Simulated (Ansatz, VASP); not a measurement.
YMn2: VASP beside Ansatz

```xyz
3
Lattice="0.0000 3.2302 3.2302 3.2302 0.0000 3.2302 3.2302 3.2302 0.0000" Properties=species:S:1:pos:R:3 pbc="T T T"
Y     2.1674    3.3981    3.9893
Mn    5.3976    6.6283    7.2194
Mn    7.0127    8.2434    8.8345
```

Alike in both runs: task single point; functional PBE; k mesh 4 × 4 × 4; occupations tetrahedron; collinear spin.

|  | VASP | Ansatz |
| --- | --- | --- |
| version | VASP 6.6.1 | Ansatz 0.2.0 |
| potentials or method | VASP PAW PBE potentials, release 64 (Y_sv, Mn_pv), cutoff 520 eV | scalar-relativistic, plane waves, PAW |
| valence electrons in the cell | 37 | 41 |

|  | VASP | Ansatz | Ansatz less VASP |
| --- | --- | --- | --- |
| gap on the k mesh at the Fermi level (eV) | none | none | - |
| pressure (GPa) | -0.2 | -0.3 | -0.05 |
| net moment per atom (μB) | 2.19 | 2.19 | -0.001 |
| size of the moment on the site where the two differ most (μB) | 0.26 | 0.18 | -0.080 |

Site moments also hang on the region over which each program counts them. A gap of «none» marks a metal or a gap that the smearing closes. VASP's potentials hold 37 valence electrons a cell and Ansatz's 41, so a difference there can come from the potentials and not from the codes. Ansatz's warnings: band table not solved further, stability check not made, tetrahedron derivatives may miss energy slope.

The k mesh is coarse, so the values compare programs but aren't converged.
